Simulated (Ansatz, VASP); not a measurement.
Two plane-wave programs on BeTl3

```
Be Tl
1.0
     4.72201    0.00000    0.00000
     0.00000    4.72201    0.00000
     0.00000    0.00000    4.72201
Be Tl
1 3
Direct
  0.00000 0.00000 0.00000
  0.00000 0.50000 0.50000
  0.50000 0.00000 0.50000
  0.50000 0.50000 0.00000
```

Alike in both runs: functional PBE; k mesh 4 × 4 × 4; occupations gaussian, width 0.1 eV; no spin polarisation.

Ansatz relaxed the structure, and its values are those at the end. VASP's run is a single point on that final structure, the one shown.

```csv
,VASP,Ansatz
version,VASP 6.6.1,Ansatz 0.2.0
potentials or method,"VASP PAW PBE potentials, release 64 (Be, Tl_d), cutoff 520 eV","scalar-relativistic, plane waves, PAW"
valence electrons in the cell,41,41
```

VASP gave:

```
gap on the k mesh at the Fermi level (eV) : none
pressure (GPa)                            : -0.2
```

Problem. What did Ansatz give for the same quantities?

Solution. gap on the k mesh at the Fermi level (eV): none; pressure (GPa): -0.1.

A gap of «none» marks a metal or a gap that the smearing closes.

Spin-orbit coupling is off throughout.
